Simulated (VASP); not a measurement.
Here is a VASP 6.6.1 calculation.

INCAR

```
SYSTEM = CuO
  ALGO = Normal
  EDIFF = 1E-6
  ENCUT = 600
  GGA_COMPAT = .FALSE.
  ISIF = 2
  ISMEAR = 0
  ISPIN = 2
  LASPH = .TRUE.
  LCHARG = .FALSE.
  LDAU = .TRUE.
  LDAUJ = 0 0
  LDAUL = 2 -1
  LDAUPRINT = 1
  LDAUTYPE = 2
  LDAUU = 8 0
  LMAXMIX = 4
  LORBIT = 11
  LREAL = .FALSE.
  LWAVE = .FALSE.
  MAGMOM = 0 0
  NBANDS = 20
  NELM = 200
  NUPDOWN = 0.0
  PREC = Accurate
  SIGMA = 0.05
```

The input KPOINTS:

```
k-points
0
G
  7 7 7
  0 0 0
```

File POSCAR:

```
CuO
1.0
    2.5525506100      0.0000000000      0.0000000000
    0.0000000000      2.5525506100      0.0000000000
    0.0000000000      0.0000000000      2.5525506100
Cu O
1 1
Direct
    0.0000000000      0.0000000000      0.0000000000
    0.5000000000      0.5000000000      0.5000000000
```

Potentials or basis: VASP PAW LDA potentials, release 64 (Cu, O).

Command:

```sh
$ cat potpaw_LDA.64/Cu/POTCAR potpaw_LDA.64/O/POTCAR > POTCAR
$ mpirun -np 1 vasp_std > vasp.out
```

(1) Predict the pressure.

Results:

(1) -7.5 GPa.

Caveat: the cell stands under tension; the total moment is fixed, so each spin has its own Fermi level.
